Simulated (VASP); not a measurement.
The system is SnSe2.

```
Sn Se
1.0
     0.00000    3.24397    3.24397
     3.24397    0.00000    3.24397
     3.24397    3.24397    0.00000
Sn Se
1 2
Direct
  0.00000 0.00000 0.00000
  0.25000 0.25000 0.25000
  0.75000 0.75000 0.75000
```

| Property | Result |
| --- | --- |
| Program | VASP 6.6.1 |
| Task | relaxation of cell and atoms |
| Functional | PBEsol |
| Potentials or basis | VASP PAW PBE potentials, release 64 (Sn_d, Se) |
| Cutoff | 600 eV |
| k mesh | 6 × 6 × 6 |
| Occupations | fermi-dirac, width 0.03 eV |
| Spin | no spin polarisation |

At the start: pressure 9.2 GPa; volume 22.76 Å³/atom.

Question: Where does the relaxation end?

Answer: Over 3 steps the energy falls by 75.9 meV/atom and the volume is 25.74 Å³/atom (+13.1 %); space group Fm-3m (No. 225, to 0.05 Å).

Step by step:
```csv
step,energy change (eV),largest force (eV/Å),pressure (GPa),volume (Å³)
1,0.0000,0.0000,9.15,68.27
2,-0.1846,0.0000,-2.74,81.94
3,-0.2276,0.0000,-0.05,77.23
```

Final structure:
```
Sn Se
1.0
     0.00000    3.37994    3.37994
     3.37994    0.00000    3.37994
     3.37994    3.37994    0.00000
Sn Se
1 2
Direct
  0.00000 0.00000 0.00000
  0.25000 0.25000 0.25000
  0.75000 0.75000 0.75000
```

Caveat: the PAW data sets were made with another functional, which shifts forces and pressure a little.
